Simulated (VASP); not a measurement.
A run of VASP 6.6.1:

Contents of POSCAR:

```
ZnS
1.0
    3.9207141637      0.0000000000      0.0000000000
   -1.9603570819      3.3954380668      0.0000000000
    0.0000000000      0.0000000000      6.4321469233
Zn S
2 2
Direct
    0.3333333333      0.6666666667      0.0000515371
    0.6666666667      0.3333333333      0.5000515371
    0.3333333333      0.6666666667      0.3749484629
    0.6666666667      0.3333333333      0.8749484629
```

INCAR.step1

```
PREC = Accurate ; ENCUT = 520
ISMEAR = 0 ; SIGMA = 0.02
LREAL = False ; LASPH = True
NELM = 100 ; NBANDS = 26
GGA = PE ; ALGO = Normal
EDIFF = 1E-4 ; LWAVE = True
LCHARG = False
```

INCAR.step2

```
PREC = Accurate ; ENCUT = 520
EDIFF = 1E-7 ; ISMEAR = 0
SIGMA = 0.02 ; LREAL = False
LASPH = True ; NELM = 100
ALGO = Normal ; ISIF = 2
LWAVE = False ; LCHARG = True
METAGGA = R2SCAN ; LMIXTAU = True
LELF = True ; LVHAR = True
NBANDS = 26 ; ISTART = 1
```

Contents of KPOINTS:

```
regular mesh
0
Gamma
  6 6 4
```

Potentials or basis: VASP PAW PBE potentials, release 64 (Zn, S).

Run with:

```bash
$ cat potpaw_PBE.64/Zn/POTCAR potpaw_PBE.64/S/POTCAR > POTCAR
$ cp INCAR.step1 INCAR
$ mpirun -np 1 vasp_std > vasp.out
$ cp INCAR.step2 INCAR
$ mpirun -np 1 vasp_std > vasp.out
```

Hardware: 1 thread of Intel Xeon 8259CL, on a shared host.

**Question.** How long does it take, and how much memory?

**Answer.** It took 5.7 min on 1 thread of Intel Xeon 8259CL (shared host), peak memory 0.22 GiB. Counts: k points 21.
